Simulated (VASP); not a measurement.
# Mn2ZnAs2 (P-3m1) in VASP: a series of runs

Mn2ZnAs2 is run at these levels: PBE, r2SCAN; tasks: single point.

All numbers are computed with VASP 6.6.1; they aren't measurements. Logs are shortened: lines on timing, memory, paths and dates and some standing lists are left out, and cuts for length are marked.

**1. The cell of the first run**

Symmetry: P-3m1, No. 164, trigonal system. Conventional cell: a = 4.099 Å, b = 4.099 Å, c = 6.572 Å, α = 90.00°, β = 90.00°, γ = 120.00°. Mn (site symmetry 3m) has 4 As at 2.53 to 2.62 Å and 3 Mn at 2.92 Å and 3 Zn at 3.39 Å within 3.4 Å. Zn (site symmetry -3m) has 6 As at 2.82 Å and 6 Mn at 3.39 Å within 3.7 Å. Within 3.3 Å of As (site symmetry 3m) lie 4 Mn at 2.53 to 2.62 Å and 3 Zn at 2.82 Å.

**2. Single point, PBE**

INCAR

```
ALGO     = Normal         # electronic algorithm
EDIFF    = 1E-6           # SCF threshold, eV
ENCUT    = 520            # plane-wave cutoff, eV
GGA      = PE             # functional
ISIF     = 2              # what is computed and relaxed
ISMEAR   = -1             # smearing method
LASPH    = True           # aspherical terms in the spheres
LCHARG   = False          # write CHGCAR
LREAL    = False          # projectors in reciprocal space
LWAVE    = False          # write WAVECAR
NBANDS   = 32             # bands
NELM     = 100            # most SCF steps
PREC     = Accurate       # precision mode
SIGMA    = 0.05           # smearing width, eV
```

KPOINTS

```
k-points
0
Gamma
  8 8 5
```

POSCAR

```
Mn2ZnAs2
1.0
    4.0990000000      0.0000000000      0.0000000000
   -2.0495000000      3.5498381300      0.0000000000
    0.0000000000      0.0000000000      6.5720000000
Mn Zn As
2 1 2
Direct
    0.3333333300      0.6666666700      0.3694400000
    0.6666666700      0.3333333300      0.6305600000
    0.0000000000      0.0000000000      0.0000000000
    0.3333333300      0.6666666700      0.7679300000
    0.6666666700      0.3333333300      0.2320700000
```

Potentials or basis: VASP PAW PBE potentials, release 64 (Mn_pv, Zn, As).

The run is started by

```sh
> cat potpaw_PBE.64/Mn_pv/POTCAR potpaw_PBE.64/Zn/POTCAR potpaw_PBE.64/As/POTCAR > POTCAR
> mpirun -np 1 vasp_std > vasp.out
```

OUTCAR:

```text
EDIFF = 1E-6
   ENCUT = 520
   GGA = PE
   ISIF = 2
   ISMEAR = -1
   LASPH = True
   LREAL = False
   NELM = 100
   PREC = Accurate

 ion  position               nearest neighbor table
   1  0.333  0.667  0.369-   5 2.53   5 2.53   5 2.53   4 2.62   2 2.92   2 2.92   2 2.92
   2  0.667  0.333  0.631-   4 2.53   4 2.53   4 2.53   5 2.62   1 2.92   1 2.92   1 2.92
   3  0.000  0.000  0.000-   4 2.82   5 2.82   4 2.82   5 2.82   5 2.82   4 2.82
   4  0.333  0.667  0.768-   2 2.53   2 2.53   2 2.53   1 2.62   3 2.82   3 2.82   3 2.82
   5  0.667  0.333  0.232-   1 2.53   1 2.53   1 2.53   2 2.62   3 2.82   3 2.82   3 2.82

  LATTYP: Found a hexagonal cell.
 ALAT       =     4.0990000000
 C/A-ratio  =     1.6033178824

  Lattice vectors:

 A1 = (   4.0990000000,   0.0000000000,   0.0000000000)
 A2 = (  -2.0495000000,   3.5498381300,   0.0000000000)
 A3 = (   0.0000000000,   0.0000000000,   6.5720000000)

Analysis of symmetry for initial positions (statically):
=====================================================================
 Subroutine PRICEL returns:
 Original cell was already a primitive cell.

 Routine SETGRP: Setting up the symmetry group for a
 hexagonal supercell.

 Subroutine GETGRP returns: Found 12 space group operations
 (whereof 12 operations were pure point group operations)
 out of a pool of 24 trial point group operations.

The static configuration has the point symmetry D_3d.

Analysis of symmetry for dynamics (positions and initial velocities):
=====================================================================
 Subroutine PRICEL returns:
 Original cell was already a primitive cell.

 Routine SETGRP: Setting up the symmetry group for a
 hexagonal supercell.

 Subroutine GETGRP returns: Found 12 space group operations
 (whereof 12 operations were pure point group operations)
 out of a pool of 24 trial point group operations.

The dynamic configuration has the point symmetry D_3d.

 Subroutine INISYM returns: Found 12 space group operations
 (whereof 12 operations are pure point group operations),
 and found     1 'primitive' translations

----------------------------------------------------------------------------------------

                                     Primitive cell

  volume of cell :      95.6278

  direct lattice vectors                    reciprocal lattice vectors
     4.099000000  0.000000000  0.000000000     0.243961942  0.140851493  0.000000000
    -2.049500000  3.549838130  0.000000000     0.000000000  0.281702986  0.000000000
     0.000000000  0.000000000  6.572000000     0.000000000  0.000000000  0.152160682

  length of vectors
     4.099000000  4.099000000  6.572000000     0.281702986  0.281702986  0.152160682

  position of ions in fractional coordinates (direct lattice)
     0.333333330  0.666666670  0.369440000
     0.666666670  0.333333330  0.630560000
     0.000000000  0.000000000  0.000000000
     0.333333330  0.666666670  0.767930000
     0.666666670  0.333333330  0.232070000

  ion indices of the primitive-cell ions
   primitive index   ion index
                 1           1
                 2           2
                 3           3
                 4           4
                 5           5

----------------------------------------------------------------------------------------

 KPOINTS: k-points

Automatic generation of k-mesh.
 Grid dimensions read from file:
 generate k-points for:    8    8    5

 Generating k-lattice:

  Cartesian coordinates                     Fractional coordinates (reciprocal lattice)
     0.030495243  0.017606437  0.000000000     0.125000000  0.000000000  0.000000000
     0.000000000  0.035212873  0.000000000     0.000000000  0.125000000  0.000000000
     0.000000000  0.000000000  0.030432136     0.000000000  0.000000000  0.200000000

  Length of vectors
     0.035212873  0.035212873  0.030432136

  Shift w.r.t. Gamma in fractional coordinates (k-lattice)
     0.000000000  0.000000000  0.000000000

 Subroutine IBZKPT returns following result:
 ===========================================

 Found     40 irreducible k-points:

 Following reciprocal coordinates:
            Coordinates               Weight
  0.000000  0.000000  0.000000      1.000000
  0.125000 -0.000000  0.000000      6.000000
  0.250000 -0.000000  0.000000      6.000000
  0.375000  0.000000  0.000000      6.000000
  0.500000 -0.000000  0.000000      3.000000
  0.125000  0.125000  0.000000      6.000000
[... 16 lines left out ...]
 -0.125000  0.500000  0.200000     12.000000
  0.250000  0.250000  0.200000     12.000000
 [... further k-points ...]
   k-points           NKPTS =     40   k-points in BZ     NKDIM =     40   number of bands    NBANDS=     32
   number of dos      NEDOS =    301   number of ions     NIONS =      5
   total plane-waves  NPLWV =  45000
   dimension x,y,z NGX =    30 NGY =   30 NGZ =   50
   dimension x,y,z NGXF=    60 NGYF=   60 NGZF=  100
   ions per type =               2   1   2
   NGX,Y,Z   is equivalent  to a cutoff of  12.17, 12.17, 12.65 a.u.
   NGXF,Y,Z  is equivalent  to a cutoff of  24.33, 24.33, 25.30 a.u.
 SYSTEM =  unknown system
   PREC   = accura    normal or accurate (medium, high low for compatibility)
   ISTART =      0    job   : 0-new  1-cont  2-samecut
   ICHARG =      2    charge: 1-file 2-atom 10-const
   ISPIN  =      1    spin polarized calculation?
   LNONCOLLINEAR =      F non collinear calculations
   LSORBIT =      F    spin-orbit coupling
   LASPH  =      T    aspherical Exc in radial PAW
   ENCUT  =  520.0 eV  38.22 Ry    6.18 a.u.   7.62  7.62 12.22*2*pi/ulx,y,z
   NELM   =    100;   NELMIN=  2; NELMDL= -5     # of ELM steps
   EDIFF  = 0.1E-05   stopping-criterion for ELM
   LREAL  =      F    real-space projection
   EDIFFG = 0.1E-04   stopping-criterion for IOM
   NSW    =      0    number of steps for IOM
   IBRION =     -1    ionic relax: 0-MD 1-quasi-New 2-CG
   NFREE  =      0    steps in history (QN), initial steepest desc. (CG)
   ISIF   =      2    stress and relaxation
   ISYM   =      2    0-nonsym 1-usesym 2-fastsym
   POTIM  = 0.5000    time-step for ionic-motion
   TEBEG  =    0.0;   TEEND  =   0.0 temperature during run
   PSTRESS=    0.0 pullay stress
   NELECT =      48.0000    total number of electrons
   NUPDOWN=      -1.0000    fix difference up-down
   EMIN   =  10.00;   EMAX   =-10.00  energy-range for DOS
   EFERMI =   0.00;   METHOD = LEGACY
   ISMEAR =    -1;   SIGMA  =   0.05  broadening in eV -4-tet -1-fermi 0-gaus
   EFERMI_NEDOS =   21; number of points for ismear=-14 and -15
   IALGO  =     38    algorithm
   IMIX   =      4    mixing-type and parameters
     AMIX     =   0.40;   BMIX     =  1.00
     AMIX_MAG =   1.60;   BMIX_MAG =  1.00
  volume/ion in A,a.u.               =      19.13       129.07
  Fermi-wavevector in a.u.,A,eV,Ry     =   1.301050  2.458628 23.030996  1.692730
  Thomas-Fermi vector in A             =   2.432209
   LORBIT       =      0    0 simple, 1 ext, 2 COOP (PROOUT), +10 PAW based schemes
   GGA     = PE    functional components
   LHFCALC =     F    Hartree Fock is set to
   AEXX    =    0.0000 exact exchange contribution
   IVDW    =     0    specifies the selected vdW correction
   LEPSILON=     F    determine dielectric tensor
   LRPA    =     F    only Hartree local field effects (RPA)
 non-spin polarized calculation
  energy-cutoff  :      520.00
  volume of cell :       95.63
 maximum number of plane-waves:      2601
   NGX = 15   NGY = 15   NGZ = 25

 number of electron      48.0000018 magnetization

 Free energy of the ion-electron system (eV)
  ---------------------------------------------------
  ext. energy  EPLUGINS =         0.00000000
  ---------------------------------------------------
  free energy    TOTEN  =       -26.09991143 eV

  energy without entropy =      -26.01385558  energy(sigma->0) =      -26.05688350

 E-fermi :   4.5084     XC(G=0): -10.5242

 val. band max:        4.5079270542   @ k =   0.0000   0.0000   0.2000
 cond. band min:       4.5174423653   @ k =   0.3750   0.2500   0.4000
 fundamental gap:      0.0095153111
 Fermi energy:         4.5083993321

 k-point     1 :       0.0000    0.0000    0.0000
  band No.  band energies     occupation
      1     -43.2560      2.00000
      2     -43.2560      2.00000
      3     -43.2265      2.00000
      4     -43.2265      2.00000
      5     -43.1574      2.00000
      6     -43.1272      2.00000
[... 24 lines left out ...]
     31       7.7484      0.00000
     32       9.6722      0.00000

 k-point     2 :       0.1250   -0.0000    0.0000
  band No.  band energies     occupation
      1     -43.2566      2.00000
      2     -43.2560      2.00000
      3     -43.2283      2.00000
      4     -43.2260      2.00000
      5     -43.1556      2.00000
      6     -43.1277      2.00000
[... 24 lines left out ...]
     31       8.1988      0.00000
     32       8.9369      0.00000

 k-point     3 :       0.2500   -0.0000    0.0000
  band No.  band energies     occupation
      1     -43.2579      2.00000
      2     -43.2558      2.00000
      3     -43.2328      2.00000
      4     -43.2251      2.00000
      5     -43.1511      2.00000
      6     -43.1293      2.00000
[... 24 lines left out ...]
     31       7.9612      0.00000
     32       9.2888      0.00000

 k-point     4 :       0.3750    0.0000    0.0000
  band No.  band energies     occupation
      1     -43.2592      2.00000
      2     -43.2552      2.00000
      3     -43.2373      2.00000
      4     -43.2242      2.00000
      5     -43.1458      2.00000
      6     -43.1319      2.00000
[... 654 lines left out ...]
     31       8.7141      0.00000
     32       9.3886      0.00000

 k-point    23 :      -0.1250    0.5000    0.2000
  band No.  band energies     occupation
      1     -43.2605      2.00000
      2     -43.2534      2.00000
      3     -43.2402      2.00000
      4     -43.2236      2.00000
      5     -43.1430      2.00000
      6     -43.1337      2.00000
[... 24 lines left out ...]
     31       8.7225      0.00000
     32       9.1416      0.00000

 k-point    24 :       0.2500    0.2500    0.2000
  band No.  band energies     occupation
      1     -43.2611      2.00000
      2     -43.2521      2.00000
      3     -43.2411      2.00000
      4     -43.2233      2.00000
      5     -43.1430      2.00000
      6     -43.1336      2.00000
[... 24 lines left out ...]
     31       8.9876      0.00000
     32      10.0961      0.00000

 [... further k-points ...]
[... 5 lines left out ...]
  --------------------------------------------------------------------------------------
  -------------------------------------------------------------------------------------
  Total       -8.8356432     -8.8356432    -10.7437733      0.0000000      0.0000000      0.0000000
  in kB     -148.0351088   -148.0351088   -180.0045132      0.0000000      0.0000000      0.0000000
  external PRESSURE =    -158.6915769 kB  Pullay stress =       0.0000000 kB

 VOLUME and BASIS-vectors are now :
 -----------------------------------------------------------------------------
  energy-cutoff  :      520.00
  volume of cell :       95.63
      direct lattice vectors                 reciprocal lattice vectors
     4.099000000  0.000000000  0.000000000     0.243961942  0.140851493  0.000000000
    -2.049500000  3.549838130  0.000000000     0.000000000  0.281702986  0.000000000
     0.000000000  0.000000000  6.572000000     0.000000000  0.000000000  0.152160682

 POSITION                                       TOTAL-FORCE (eV/Angst)
 -----------------------------------------------------------------------------------
     -0.00000      2.36656      2.42796         0.000000     -0.000000      0.852598
      2.04950      1.18328      4.14404         0.000000      0.000000     -0.852598
      0.00000      0.00000      0.00000        -0.000000      0.000000      0.000000
     -0.00000      2.36656      5.04684         0.000000     -0.000000     -1.966221
      2.04950      1.18328      1.52516        -0.000000      0.000000      1.966221
 -----------------------------------------------------------------------------------
    total drift:                                0.000000      0.000000      0.000000

  FREE ENERGIE OF THE ION-ELECTRON SYSTEM (eV)
  ---------------------------------------------------
  free  energy   TOTEN  =       -26.0999114271 eV

  energy  without entropy=      -26.0138555759  energy(sigma->0) =      -26.05688350
```

It took 54 s on 1 thread of AMD EPYC 9R45 (Zen 5), shared host; peak memory 0.25 GiB.

What came out:

| Item | Value |
| --- | --- |
| Free energy | -26.0999 eV |
| Pressure | -15.9 GPa |
| Largest force | 1.966 eV/Å |
| Band gap on the k mesh | zero (bands 24 and 25 overlap by 0.18 eV) |

Forces in eV/Å, atoms in the order of the input:
```
Mn   0.000  0.000  0.853
Mn   0.000  0.000 -0.853
Zn   0.000  0.000  0.000
As   0.000  0.000 -1.966
As   0.000  0.000  1.966
```

Levels at points of the mesh, in eV from the Fermi level:
| k point | band 20 | band 21 | band 22 | band 23 | band 24 | band 25 | band 26 | band 27 | band 28 | band 29 |
| --- | --- | --- | --- | --- | --- | --- | --- | --- | --- | --- |
| (0.00, 0.00, 0.00) | -0.89 | -0.89 | 0.02 | 0.02 | 0.02 | 0.76 | 1.74 | 1.87 | 1.87 | 1.89 |
| (0.50, 0.00, 0.00) | -1.04 | -1.03 | -0.55 | -0.28 | -0.09 | 0.07 | 0.10 | 0.18 | 0.60 | 1.22 |

Caveat: the cell stands under tension; the run has no spin polarisation, though such a crystal can be magnetic; forces of over 1 eV/Å act on the atoms, so gaps and moduli don't describe the material at rest. Spin polarisation is off, so any magnetic state and its effect on volume and gap are missing.

**3. Single point, r2SCAN**

POSCAR is that of step 2.

INCAR.step1

```
SYSTEM = Mn2ZnAs2
PREC = Accurate ; ENCUT = 520
ISMEAR = -1 ; SIGMA = 0.05
LREAL = .FALSE. ; LASPH = .TRUE.
NELM = 80 ; NBANDS = 32
GGA = PE ; ALGO = Normal
EDIFF = 1E-4 ; LWAVE = .TRUE.
LCHARG = .FALSE.
```

INCAR.step2

```
SYSTEM = Mn2ZnAs2
PREC = Accurate ; ENCUT = 520
EDIFF = 1E-6 ; ISMEAR = -1
SIGMA = 0.05 ; LREAL = .FALSE.
LASPH = .TRUE. ; NELM = 80
ALGO = Normal ; ISIF = 2
LWAVE = .FALSE. ; LCHARG = .FALSE.
METAGGA = R2SCAN ; LMIXTAU = .TRUE.
NBANDS = 32 ; ISTART = 1
```

KPOINTS

```
regular mesh
0
G
  8 8 5
  0 0 0
```

Potentials or basis: VASP PAW PBE potentials, release 64 (Mn_pv, Zn, As).

The run is started by

```sh
> cat potpaw_PBE.64/Mn_pv/POTCAR potpaw_PBE.64/Zn/POTCAR potpaw_PBE.64/As/POTCAR > POTCAR
> cp INCAR.step1 INCAR
> mpirun -np 1 vasp_std > vasp.out
> cp INCAR.step2 INCAR
> mpirun -np 1 vasp_std > vasp.out
```

It took 3.8 min on 1 thread of AMD EPYC 9R45 (Zen 5), shared host; peak memory 0.26 GiB.

The run converged. Its results:

```
Free energy            : -64.3726 eV
Pressure               : -18.8 GPa
Largest force          : 2.265 eV/Å
Band gap on the k mesh : zero (bands 24 and 25 overlap by 0.13 eV)
```

Forces in eV/Å, atoms in the order of the input:
```
Mn   0.000  0.000  0.845
Mn   0.000  0.000 -0.845
Zn   0.000  0.000  0.000
As   0.000  0.000 -2.265
As   0.000  0.000  2.265
```

Stress tensor (GPa, compression positive):
```
-17.65   0.00   0.00
  0.00 -17.65   0.00
  0.00   0.00 -21.00
```

Levels at points of the mesh, in eV from the Fermi level:
```csv
k point,band 20,band 21,band 22,band 23,band 24,band 25,band 26,band 27,band 28,band 29
"(0.00, 0.00, 0.00)",-0.91,-0.91,-0.05,0.02,0.02,1.08,1.85,1.89,1.89,1.93
"(0.50, 0.00, 0.00)",-1.14,-1.04,-0.62,-0.37,-0.04,0.06,0.09,0.20,0.63,1.36
```

Caveat: the cell stands under tension; the PAW data sets were made with another functional, which shifts forces and pressure a little; the run has no spin polarisation, though such a crystal can be magnetic. Spin polarisation is off, so any magnetic state and its effect on volume and gap are missing.

(Continued in part 2 of 2.)
